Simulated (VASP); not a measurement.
Here is a VASP 6.6.1 calculation.

POSCAR

```
AlFe
1.0
    0.0000000000      3.1043183859      3.1043183859
    0.0000000000     -3.1043183859      3.1043183859
    2.7238379634      0.0000000000      0.0000000000
Al Fe
2 2
Direct
    0.0000000000      0.0000000000      0.0000000000
    0.5000000000      0.5000000000      0.0000000000
    0.5000000000      0.0000000000      0.5000000000
    1.0000000000      0.5000000000      0.5000000000
```

The input INCAR.step1:

```
PREC = Accurate
ENCUT = 660
ISMEAR = 0
SIGMA = 0.05
LREAL = False
LASPH = True
NELM = 200
ISPIN = 2
MAGMOM = 0 0 2.57 -2.57
LMAXMIX = 4
NBANDS = 23
GGA = PE
ALGO = Normal
EDIFF = 1E-5
LWAVE = True
LCHARG = False
GGA_COMPAT = False
KPAR = 4
```

Contents of INCAR.step2:

```
PREC = Accurate
ENCUT = 660
EDIFF = 1E-6
ISMEAR = 0
SIGMA = 0.05
LREAL = False
LASPH = True
NELM = 200
ALGO = Normal
ISIF = 2
LWAVE = False
LCHARG = True
ISPIN = 2
MAGMOM = 0 0 2.57 -2.57
LORBIT = 11
LMAXMIX = 4
METAGGA = R2SCAN
LMIXTAU = True
LVHAR = True
NBANDS = 23
ISTART = 1
GGA_COMPAT = False
KPAR = 4
```

File KPOINTS:

```
Automatic mesh
0
Gamma
  12 12 16
```

Potentials or basis: VASP PAW PBE potentials, release 64 (Al, Fe).

Run with:

```sh
$ cat potpaw_PBE.64/Al/POTCAR potpaw_PBE.64/Fe/POTCAR > POTCAR
$ cp INCAR.step1 INCAR
$ mpirun -np 4 vasp_std > vasp.out
$ cp INCAR.step2 INCAR
$ mpirun -np 4 vasp_std > vasp.out
```

Question: Predict the site moments.

Answer: Al +0.00; Fe +2.37, -2.37 μB.

Question: Estimate the band gap on the k mesh.

Answer: Zero (filled and empty bands overlap).

Question: What does it give for the pressure?

Answer: -4.4 GPa.

Stress tensor (GPa, compression positive):
```
-4.12  0.00  0.00
 0.00 -4.49  0.00
 0.00  0.00 -4.49
```

Caveat: the PAW data sets were made with another functional, which shifts forces and pressure a little.
